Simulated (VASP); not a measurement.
A run of VASP 6.6.1 is set up as follows.

Contents of INCAR:

```
ALGO     = Normal         # electronic algorithm
EDIFF    = 1E-6           # SCF threshold, eV
ENCUT    = 600            # plane-wave cutoff, eV
GGA      = PE             # functional
GGA_COMPAT= F            
ISIF     = 2              # what is computed and relaxed
ISMEAR   = 0              # smearing method
LASPH    = T              # aspherical terms in the spheres
LCHARG   = T              # write CHGCAR
LELF     = T              # ELF
LREAL    = F              # projectors in reciprocal space
LVHAR    = T            
LWAVE    = F              # write WAVECAR
NBANDS   = 15             # bands
NELM     = 120            # most SCF steps
PREC     = Accurate       # precision mode
SIGMA    = 0.01           # smearing width, eV
```

File KPOINTS:

```
k-points
0
Gamma
  10 10 10
```

The input POSCAR:

```
YN
1.0
    0.0000000000      2.4284844019      2.4648529254
    2.4284844019      0.0000000000      2.4648529254
    2.4284844019      2.4284844019      0.0000000000
Y N
1 1
Direct
    0.0000000000      0.0000000000      0.0000000000
    0.5000000000      0.5000000000      0.5000000000
```

Potentials or basis: VASP PAW PBE potentials, release 64 (Y_sv, N).

Run with:

```console
$ cat potpaw_PBE.64/Y_sv/POTCAR potpaw_PBE.64/N/POTCAR > POTCAR
$ mpirun -np 1 vasp_std > vasp.out
```

(1) Predict the band gap on the k mesh.

(2) Estimate the pressure.

Answers

(1) 0.15 eV, indirect (least direct gap 0.53 eV).

(2) 2.3 GPa.

Caveat: the cell differs from its parent crystal (strained cell).
